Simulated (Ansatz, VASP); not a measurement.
**Os: VASP beside Ansatz**

```xyz
1
Lattice="-1.5923 1.5923 1.5923 1.5923 -1.5923 1.5923 1.5923 1.5923 -1.5923" Properties=species:S:1:pos:R:3 pbc="T T T"
Os    0.0000    0.0000    0.0000
```

Alike in both runs: task single point; functional RPBE; k mesh 16 × 16 × 16; occupations fermi-dirac, width 0.1 eV; no spin polarisation.

```csv
,VASP,Ansatz
version,VASP 6.6.1,Ansatz 0.2.0
potentials or method,"VASP PAW PBE potentials, release 64 (Os), cutoff 520 eV","plane waves (420 eV) with PAW, scalar-relativistic"
valence electrons in the cell,8,16
```

Ansatz gave:

| Quantity | Value |
| --- | --- |
| pressure (GPa) | -21.4 |

**Question.** Which values does VASP return?

**Answer.** Pressure (GPa): -21.8.

VASP's potentials were made for PBE, not for RPBE. With one functional, cell and mesh, what is left measures potentials, basis and numerics. VASP's potentials hold 8 valence electrons a cell and Ansatz's 16, so a difference there can come from the potentials and not from the codes.

Neither program's run includes spin-orbit coupling.
